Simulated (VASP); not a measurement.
A run of VASP 6.6.1 is set up as follows.

INCAR

```
SYSTEM = Au
  PREC = Accurate
  ENCUT = 520
  EDIFF = 1E-6
  ISMEAR = -1
  SIGMA = 0.05
  LREAL = .False.
  LASPH = .True.
  NELM = 60
  ALGO = Normal
  ISIF = 2
  LWAVE = .False.
  LCHARG = .True.
  LELF = .True.
  LVHAR = .True.
  NBANDS = 18
```

Contents of KPOINTS:

```
regular mesh
0
Gamma
  17 17 9
  0 0 0
```

File POSCAR:

```
Au
1.0
    2.5447744050      0.0000000000      0.0000000000
   -1.2723872025      2.2038392817      0.0000000000
    0.0000000000      0.0000000000      4.2024725645
Au
2
Direct
    0.3333333333      0.6666666667      0.2500000000
    0.6666666667      0.3333333333      0.7500000000
```

Potentials or basis: VASP PAW LDA potentials, release 64 (Au).

Run with:

```bash
$ cat potpaw_LDA.64/Au/POTCAR > POTCAR
$ mpirun -np 1 vasp_std > vasp.out
```

Estimate the pressure.

173.0 GPa.

What does it give for the band gap on the k mesh?

Zero (band 11 reaches 22.03 eV, above the bottom of band 12 at 13.66 eV).

Stress tensor (GPa, compression positive):
```
173.03   0.00   0.00
  0.00 173.03   0.00
  0.00   0.00 172.93
```

Caveat: spin-orbit coupling is left out, which moves the levels of the heavy elements.
